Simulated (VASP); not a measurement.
Cs: single point with PBE

The system is Cs.

```
CELL_PARAMETERS angstrom
-3.02250 3.02250 3.26430
3.02250 -3.02250 3.26430
3.02250 3.02250 -3.26430
ATOMIC_POSITIONS crystal
Cs 0.00000 0.00000 0.00000
```

This cell differs from its parent crystal: strain +0.000 along x and y, +0.080 along z.

```json
{"Program": "VASP 6.6.1", "Task": "single point", "Functional": "PBE", "Potentials or basis": "VASP PAW PBE potentials, release 64 (Cs_sv)", "Cutoff": "520 eV", "k mesh": "12 × 12 × 12", "Occupations": "gaussian, width 0.15 eV", "Spin": "no spin polarisation"}
```

The pressure is 0.0 GPa.

Levels at points of the mesh, in eV from the Fermi level:
| k point | band 1 | band 2 | band 3 | band 4 | band 5 | band 6 | band 7 | band 8 | band 9 | band 10 |
| --- | --- | --- | --- | --- | --- | --- | --- | --- | --- | --- |
| (0.00, 0.00, 0.00) | -23.88 | -10.63 | -10.63 | -10.63 | -1.64 | 2.39 | 2.39 | 2.68 | 3.09 | 3.50 |
| (0.50, 0.00, 0.00) | -23.87 | -10.75 | -10.66 | -10.63 | 0.02 | 0.79 | 1.76 | 2.97 | 3.74 | 4.34 |
| (0.50, 0.50, 0.00) | -23.87 | -10.74 | -10.67 | -10.63 | 0.11 | 0.94 | 1.45 | 3.34 | 3.89 | 4.13 |
| (0.50, 0.50, 0.50) | -23.87 | -10.72 | -10.71 | -10.71 | 0.60 | 0.75 | 2.53 | 3.13 | 3.13 | 4.28 |

Run time: 59 s on 1 thread of AMD EPYC 9R45 (Zen 5) (shared host), peak memory 0.32 GiB.

Caveat: the cell differs from its parent crystal (strain +0.000 along x and y, +0.080 along z); spin-orbit coupling is left out, which moves the levels of the heavy elements.
